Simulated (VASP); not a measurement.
Wanted: the native input for a VASP 6.6.1 run.

* Task: single point
* Functional: PBE
* Dispersion: D3(BJ)
* Potentials or basis: VASP PAW PBE potentials, release 64 (C)
* Cutoff: 520 eV
* k mesh: 18 × 18 × 6
* Occupations: gaussian, width 0.15 eV
* Spin: no spin polarisation
* Dipole correction: no
* Further INCAR settings: ALGO = Normal; EDIFF = 1e-07; NBANDS = 16

The structure of C lies in POSCAR:

```
C
1.0
    2.4649495834     -0.2464949583      0.0000000000
   -1.4459456875      2.2579564375      0.0000000000
    0.0000000000      0.0000000000      7.2128991651
C
4
Direct
    0.0000000000      0.0000000000      0.0025000000
    0.0000000000      0.0000000000      0.5025000000
    0.3333333333      0.6666666667      0.0025000000
    0.6666666667      0.3333333333      0.5025000000
```

This cell differs from its parent crystal: engineering shear strain xy -0.2000, normal strain along z +0.0700.

These files were run (other wordings do the same):

INCAR

```
  PREC = Accurate
  ENCUT = 520
  EDIFF = 1E-7
  ISMEAR = 0
  SIGMA = 0.15
  LREAL = False
  LASPH = True
  NELM = 100
  ALGO = Normal
  ISIF = 2
  LWAVE = False
  LCHARG = True
  GGA = PE
  IVDW = 12
  LELF = True
  LVHAR = True
  NBANDS = 16
```

KPOINTS

```
regular mesh
0
Gamma
  18 18 6
```

Potentials or basis: VASP PAW PBE potentials, release 64 (C).

The run is started by

```bash
$ cat potpaw_PBE.64/C/POTCAR > POTCAR
$ mpirun -np 1 vasp_std > vasp.out
```

Results of the run:

```
Pressure                   : 15.1 GPa
Largest force              : 2.901 eV/Å
Dispersion energy per atom : -0.135 eV
```

Caveat: the cell differs from its parent crystal (engineering shear strain xy -0.2000, normal strain along z +0.0700); the cell stands under pressure; forces of over 1 eV/Å act on the atoms, so gaps and moduli don't describe the material at rest.

Run time: 3.6 min on 1 thread of AMD EPYC 7R13 Processor (Zen 3), with other jobs on the host, peak memory 0.35 GiB.
